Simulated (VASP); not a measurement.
Wanted: the native input for a VASP 6.6.1 run.

```yaml
Task: single point
Functional: LDA
Potentials_or_basis: VASP PAW LDA potentials, release 64 (Au)
Cutoff: 520 eV
k_mesh: 11 × 11 × 11
Occupations: fermi-dirac, width 0.05 eV
Spin: no spin polarisation
Dipole_correction: no
Further_INCAR_settings: ALGO = Normal; EDIFF = 1e-06; NBANDS = 12
```

The structure of Au lies in POSCAR:

```
Au
1.0
   -1.6348707273      1.6348707273      1.6348707273
    1.6348707273     -1.6348707273      1.6348707273
    1.6348707273      1.6348707273     -1.6348707273
Au
1
Direct
    0.0000000000      0.0000000000      0.0000000000
```

This cell differs from its parent crystal: volume scaled by 0.96.

These files were run (other wordings do the same):

INCAR

```
PREC = Accurate
ENCUT = 520
EDIFF = 1E-6
ISMEAR = -1
SIGMA = 0.05
LREAL = F
LASPH = T
NELM = 60
ALGO = Normal
ISIF = 2
LWAVE = F
LCHARG = T
LELF = T
LVHAR = T
NBANDS = 12
```

KPOINTS

```
Automatic mesh
0
Gamma
  11 11 11
```

Potentials or basis: VASP PAW LDA potentials, release 64 (Au).

The run is started by

```bash
$ cat potpaw_LDA.64/Au/POTCAR > POTCAR
$ mpirun -np 1 vasp_std > vasp.out
```

It gave:

- Pressure: -7.6 GPa

Run time: 6.9 s on 1 thread of Intel(R) Xeon(R) Platinum 8488C (Sapphire Rapids), with other jobs on the host, peak memory 0.13 GiB.
